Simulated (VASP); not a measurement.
Input of a VASP 6.6.1 run:

Contents of INCAR:

```
SYSTEM = Co
PREC = Accurate
ENCUT = 520
EDIFF = 1E-6
ISMEAR = -1
SIGMA = 0.05
LREAL = .False.
LASPH = .True.
NELM = 150
ALGO = Normal
ISIF = 2
LWAVE = .False.
LCHARG = .False.
LNONCOLLINEAR = .True.
MAGMOM = 0.641 0.024 0.225 2.11 -0.426 0.499
LORBIT = 11
LMAXMIX = 4
GGA = PE
NBANDS = 30
```

KPOINTS

```
Automatic mesh
0
Gamma
  9 9 5
  0 0 0
```

The input POSCAR:

```
Co
1.0
    2.4873648738      0.0000000000      0.0000000000
   -1.2436824369      2.1541211692      0.0000000000
    0.0000000000      0.0000000000      4.0632895034
Co
2
Direct
    0.3333333333      0.6666666667      0.7401390000
    0.6666666667      0.3333333333      0.2598610000
```

Potentials or basis: VASP PAW PBE potentials, release 64 (Co).

Run with:

```console
$ cat potpaw_PBE.64/Co/POTCAR > POTCAR
$ mpirun -np 1 vasp_ncl > vasp.out
```

(1) Predict the net moment.

(2) Estimate the largest force.

(3) Estimate the pressure.

(4) Estimate the band gap on the k mesh.

Results:

(1) 3.09 μB per cell.

(2) 0.490 eV/Å.

(3) -1.3 GPa.

(4) zero (band 18 reaches 11.32 eV, above the bottom of band 19 at 9.26 eV).
